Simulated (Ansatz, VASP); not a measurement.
## One calculation of BP4, two programs

```
B P
1.0
     3.99380    0.00000    0.00000
     0.00000    3.99380    0.00000
     0.00000    0.00000    6.65923
B P
1 4
Direct
  0.50000 0.50000 0.00000
  0.50000 0.00000 0.00000
  0.00000 0.50000 0.00000
  0.00000 0.00000 0.32023
  0.00000 0.00000 0.67977
```

Alike in both runs: task relaxation of cell and atoms; functional PBE; k mesh 4 × 4 × 4; occupations gaussian, width 0.1 eV; no spin polarisation.

```csv
,VASP,Ansatz
version,VASP 6.6.1,Ansatz 0.2.0
potentials or method,"VASP PAW PBE potentials, release 64 (B, P), cutoff 600 eV","scalar-relativistic, plane waves, PAW"
valence electrons in the cell,23,23
```

|  | VASP | Ansatz | Ansatz less VASP |
| --- | --- | --- | --- |
| gap on the k mesh at the Fermi level, each at its own relaxed structure (eV) | none | none | - |
| relaxed volume (Å³/atom) | 17.42 | 17.51 | +0.090 |
| relaxed length of the cell vector where the two differ most in proportion (Å) | 5.193 | 5.207 | +0.0138 |

A gap of «none» marks a metal or a gap that the smearing closes.

The k mesh is coarse, so the values compare programs but aren't converged. Noted on VASP's run: the volume moved by over 15 % at a fixed basis, so the end points are rough.
